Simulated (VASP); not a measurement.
# TiAl (Pm) in VASP: single point with PBEsol

Aim: the single point of TiAl with PBEsol.

Everything below comes from runs of VASP 6.6.1. Logs are shortened: lines on timing, memory, paths and dates and some standing lists are left out, and cuts for length are marked.

## Step 1: The cell of the first run

Symmetry: Pm, No. 6, monoclinic system. Conventional cell: a = 3.179 Å, b = 3.179 Å, c = 3.179 Å, α = 90.00°, β = 90.00°, γ = 90.00°. Within 3.4 Å of Ti (site symmetry m) lie 8 Al at 2.58 to 2.93 Å and 6 Ti at 3.18 Å. Al (site symmetry m) has 8 Ti at 2.58 to 2.93 Å and 6 Al at 3.18 Å within 3.4 Å.

## Step 2: Single point, PBEsol (atom 1 (Ti) moved by (-0.200, -0.100) A along y and z)

The input, INCAR:

```
PREC = Accurate
ENCUT = 520
EDIFF = 1E-7
ISMEAR = 1
SIGMA = 0.4
LREAL = F
LASPH = T
NELM = 60
ALGO = Fast
ISIF = 2
LWAVE = F
LCHARG = F
GGA = PS
NBANDS = 14
```

The input, KPOINTS:

```
Automatic mesh
0
Gamma
  16 16 16
```

The input, POSCAR:

```
TiAl
1.0
    3.1790640000      0.0000000000      0.0000000000
    0.0000000000      3.1790640000      0.0000000000
    0.0000000000      0.0000000000      3.1790640000
Ti Al
1 1
Direct
    0.0000000000     -0.0629115991     -0.0314557996
    0.5000000000      0.5000000000      0.5000000000
```

Potentials or basis: VASP PAW PBE potentials, release 64 (Ti_sv, Al).

The run is started by

```bash
$ cat potpaw_PBE.64/Ti_sv/POTCAR potpaw_PBE.64/Al/POTCAR > POTCAR
$ mpirun -np 1 vasp_std > vasp.out
```

OUTCAR:

```text
PREC = Accurate
   ENCUT = 520
   EDIFF = 1E-7
   ISMEAR = 1
   LREAL = F
   LASPH = T
   NELM = 60
   ISIF = 2
   GGA = PS

 ion  position               nearest neighbor table
   1  0.000  0.937  0.969-   2 2.58   2 2.58   2 2.70   2 2.70   2 2.82   2 2.82   2 2.93   2 2.93

   2  0.500  0.500  0.500-   1 2.58   1 2.58   1 2.70   1 2.70   1 2.82   1 2.82   1 2.93   1 2.93

  LATTYP: Found a simple cubic cell.
 ALAT       =     3.1790640000

  Lattice vectors:

 A1 = (   3.1790640000,   0.0000000000,   0.0000000000)
 A2 = (   0.0000000000,   3.1790640000,   0.0000000000)
 A3 = (   0.0000000000,   0.0000000000,   3.1790640000)

Analysis of symmetry for initial positions (statically):
=====================================================================
 Subroutine PRICEL returns:
 Original cell was already a primitive cell.

 Routine SETGRP: Setting up the symmetry group for a
 simple cubic supercell.

 Subroutine GETGRP returns: Found  2 space group operations
 (whereof  2 operations were pure point group operations)
 out of a pool of 48 trial point group operations.

The static configuration has the point symmetry C_1h.

Analysis of symmetry for dynamics (positions and initial velocities):
=====================================================================
 Subroutine PRICEL returns:
 Original cell was already a primitive cell.

 Routine SETGRP: Setting up the symmetry group for a
 simple cubic supercell.

 Subroutine GETGRP returns: Found  2 space group operations
 (whereof  2 operations were pure point group operations)
 out of a pool of 48 trial point group operations.

The dynamic configuration has the point symmetry C_1h.

 Subroutine INISYM returns: Found  2 space group operations
 (whereof  2 operations are pure point group operations),
 and found     1 'primitive' translations

----------------------------------------------------------------------------------------

                                     Primitive cell

  volume of cell :      32.1290

  direct lattice vectors                    reciprocal lattice vectors
     3.179064000  0.000000000  0.000000000     0.314557996  0.000000000  0.000000000
     0.000000000  3.179064000  0.000000000     0.000000000  0.314557996  0.000000000
     0.000000000  0.000000000  3.179064000     0.000000000  0.000000000  0.314557996

  length of vectors
[... 90 lines left out ...]
   POTIM  = 0.5000    time-step for ionic-motion
   TEBEG  =    0.0;   TEEND  =   0.0 temperature during run
   PSTRESS=    0.0 pullay stress
   NELECT =      15.0000    total number of electrons
   NUPDOWN=      -1.0000    fix difference up-down
   EMIN   =  10.00;   EMAX   =-10.00  energy-range for DOS
   EFERMI =   0.00;   METHOD = LEGACY
   ISMEAR =     1;   SIGMA  =   0.40  broadening in eV -4-tet -1-fermi 0-gaus
   EFERMI_NEDOS =   21; number of points for ismear=-14 and -15
   IALGO  =     68    algorithm
   IMIX   =      4    mixing-type and parameters
     AMIX     =   0.40;   BMIX     =  1.00
     AMIX_MAG =   1.60;   BMIX_MAG =  1.00
  volume/ion in A,a.u.               =      16.06       108.41
  Fermi-wavevector in a.u.,A,eV,Ry     =   1.270007  2.399964 21.945065  1.612917
  Thomas-Fermi vector in A             =   2.403017
   LORBIT       =      0    0 simple, 1 ext, 2 COOP (PROOUT), +10 PAW based schemes
   GGA     = PS    functional components
   LHFCALC =     F    Hartree Fock is set to
   AEXX    =    0.0000 exact exchange contribution
   IVDW    =     0    specifies the selected vdW correction
   LEPSILON=     F    determine dielectric tensor
   LRPA    =     F    only Hartree local field effects (RPA)
 non-spin polarized calculation
 RMM-DIIS sequential band-by-band and
 Methfessel and Paxton  Order N= 1 SIGMA  =   0.40
  energy-cutoff  :      520.00
  volume of cell :       32.13
 maximum number of plane-waves:       912
   NGX = 11   NGY = 11   NGZ = 11

 number of electron      14.9999995 magnetization

 Free energy of the ion-electron system (eV)
  ---------------------------------------------------
  ext. energy  EPLUGINS =         0.00000000
  ---------------------------------------------------
  free energy    TOTEN  =       -12.80851892 eV

  energy without entropy =      -12.80461495  energy(sigma->0) =      -12.80721760

 E-fermi :   8.6552     XC(G=0): -11.1782

 val. band max:        8.6550295329   @ k =  -0.1875  -0.3125   0.3125
 cond. band min:       8.6555485061   @ k =  -0.3125  -0.3125   0.1250
 fundamental gap:      0.0005189732
 Fermi energy:         8.6552452520

 k-point     1 :       0.0000    0.0000    0.0000
  band No.  band energies     occupation
      1     -47.9922      2.00000
      2     -24.3031      2.00000
      3     -24.2998      2.00000
      4     -24.2899      2.00000
      5      -0.5721      2.00000
      6       7.1840      2.00000
      7       7.1918      2.00000
      8      10.3680     -0.00000
      9      10.4270     -0.00000
     10      10.4610     -0.00000
     11      13.1500     -0.00000
     12      13.1504     -0.00000
     13      13.2428     -0.00000
     14      17.4951      0.00000
[... 377 lines left out ...]
      1     -47.9770      2.00000
      2     -24.4684      2.00000
      3     -24.2844      2.00000
      4     -24.2827      2.00000
      5       2.6350      2.00000
      6       3.5192      2.00000
      7       8.0491      2.05393
      8       8.7970      0.43984
      9       8.8210      0.36106
     10      10.6104     -0.00000
     11      11.6865     -0.00000
     12      15.3014     -0.00000
     13      17.6703      0.00000
     14      17.6830      0.00000

 [... further k-points ...]

------------------------ aborting loop because EDIFF is reached ----------------------------------------

  FORCE on cell =-STRESS in cart. coord.  units (eV):
  Direction    XX          YY          ZZ          XY          YZ          ZX
  --------------------------------------------------------------------------------------
  -------------------------------------------------------------------------------------
  Total        0.0734345     -0.3099913     -0.0280431      0.0000000      0.3066231      0.0000000
  in kB        3.6619551    -15.4583192     -1.3984243      0.0000000     15.2903561      0.0000000
  external PRESSURE =      -4.3982628 kB  Pullay stress =       0.0000000 kB

 VOLUME and BASIS-vectors are now :
 -----------------------------------------------------------------------------
  energy-cutoff  :      520.00
  volume of cell :       32.13
      direct lattice vectors                 reciprocal lattice vectors
     3.179064000  0.000000000  0.000000000     0.314557996  0.000000000  0.000000000
     0.000000000  3.179064000  0.000000000     0.000000000  0.314557996  0.000000000
     0.000000000  0.000000000  3.179064000     0.000000000  0.000000000  0.314557996

 POSITION                                       TOTAL-FORCE (eV/Angst)
 -----------------------------------------------------------------------------------
      0.00000      2.97906      3.07906         0.000000      1.251131      0.670404
      1.58953      1.58953      1.58953         0.000000     -1.251131     -0.670404
 -----------------------------------------------------------------------------------
    total drift:                                0.000000      0.000239      0.000161

  FREE ENERGIE OF THE ION-ELECTRON SYSTEM (eV)
  ---------------------------------------------------
  free  energy   TOTEN  =       -12.8085189206 eV

  energy  without entropy=      -12.8046149474  energy(sigma->0) =      -12.80721760
```

stdout:

```text
POSCAR found type information on POSCAR TiAl
 POSCAR found :  2 types and       2 ions
 scaLAPACK will be used
 -----------------------------------------------------------------------------
|                                                                             |
[... 79 lines left out ...]
 num prob WARNING in EDDRMM: call to ZHEGV failed, returncode =   6  3      5
 num prob WARNING in EDDRMM: call to ZHEGV failed, returncode =   8  4      9
WARNING in EDDRMM: call to ZHEGV failed, returncode =   8  4      9
WARNING in EDDRMM: call to ZHEGV failed, returncode =   6  3     10
WARNING in EDDRMM: call to ZHEGV failed, returncode =   6  3      7
 num prob WARNING in EDDRMM: call to ZHEGV failed, returncode =   8  4      8
```

It took 4.7 min on 1 thread of Intel Xeon 6975P-C (Granite Rapids), shared host; peak memory 0.62 GiB.

What came out:

* Free energy: -12.8085 eV
* Pressure: -0.4 GPa
* Largest force: 1.419 eV/Å
* Band gap on the k mesh: zero (an odd number of electrons rules out a gap without spin polarisation)

Forces on the atoms (eV/Å):
```
Ti   0.000  1.251  0.670
Al   0.000 -1.251 -0.670
```

Levels at points of the mesh, in eV from the Fermi level:
| k point | band 4 | band 5 | band 6 | band 7 | band 8 | band 9 | band 10 | band 11 | band 12 | band 13 |
| --- | --- | --- | --- | --- | --- | --- | --- | --- | --- | --- |
| (0.00, 0.00, 0.00) | -32.95 | -9.23 | -1.47 | -1.46 | 1.71 | 1.77 | 1.81 | 4.49 | 4.50 | 4.59 |
| (0.50, 0.00, 0.00) | -32.93 | -5.99 | -5.15 | -0.58 | 0.09 | 0.17 | 1.98 | 3.00 | 6.49 | 9.30 |
| (0.00, 0.50, 0.00) | -32.94 | -6.02 | -5.14 | -0.61 | 0.14 | 0.17 | 1.96 | 3.03 | 6.65 | 9.02 |
| (0.00, 0.00, 0.50) | -32.93 | -5.99 | -5.15 | -0.59 | 0.09 | 0.18 | 1.97 | 3.01 | 6.53 | 9.17 |
| (0.50, 0.50, 0.00) | -32.92 | -4.97 | -2.17 | -2.08 | -1.35 | 0.64 | 0.72 | 2.76 | 4.71 | 4.75 |
| (0.00, 0.50, 0.50) | -32.92 | -4.96 | -2.19 | -2.07 | -1.34 | 0.61 | 0.70 | 2.76 | 4.69 | 4.80 |
| (0.50, 0.00, 0.50) | -32.92 | -5.01 | -2.11 | -2.09 | -1.40 | 0.74 | 0.76 | 2.76 | 4.67 | 4.71 |
| (0.50, 0.50, 0.50) | -33.07 | -3.13 | -3.07 | -3.05 | 0.68 | 2.82 | 2.82 | 2.86 | 2.89 | 2.97 |

Caveat: the cell differs from its parent crystal (atom 1 (Ti) moved by (-0.200, -0.100) A along y and z); so wide a smearing shifts energies and pressures; the PAW data sets were made with another functional, which shifts forces and pressure a little.
